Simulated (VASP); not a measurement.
Here is a VASP 6.6.1 calculation.

Contents of INCAR:

```
PREC = Accurate
ENCUT = 520
EDIFF = 1E-6
ISMEAR = -1
SIGMA = 0.05
LREAL = False
LASPH = True
NELM = 100
ALGO = Normal
ISIF = 2
LWAVE = False
LCHARG = False
GGA = PS
NBANDS = 7
```

File KPOINTS:

```
regular mesh
0
Gamma
  15 15 15
```

Contents of POSCAR:

```
Mg
1.0
   -1.8205623994      1.8205623994      1.6652907139
    1.8205623994     -1.8205623994      1.6652907139
    1.8205623994      1.8205623994     -1.6652907139
Mg
1
Direct
    0.0000000000      0.0000000000      0.0000000000
```

Potentials or basis: VASP PAW PBE potentials, release 64 (Mg).

Launch:

```sh
$ cat potpaw_PBE.64/Mg/POTCAR > POTCAR
$ mpirun -np 1 vasp_std > vasp.out
```

(1) Estimate the band gap on the k mesh.

(2) What does it give for the pressure?

## Answers

(1) zero (band 1 reaches 6.15 eV, above the bottom of band 2 at 1.57 eV).

(2) 0.8 GPa.

Caveat: the PAW data sets were made with another functional, which shifts forces and pressure a little.
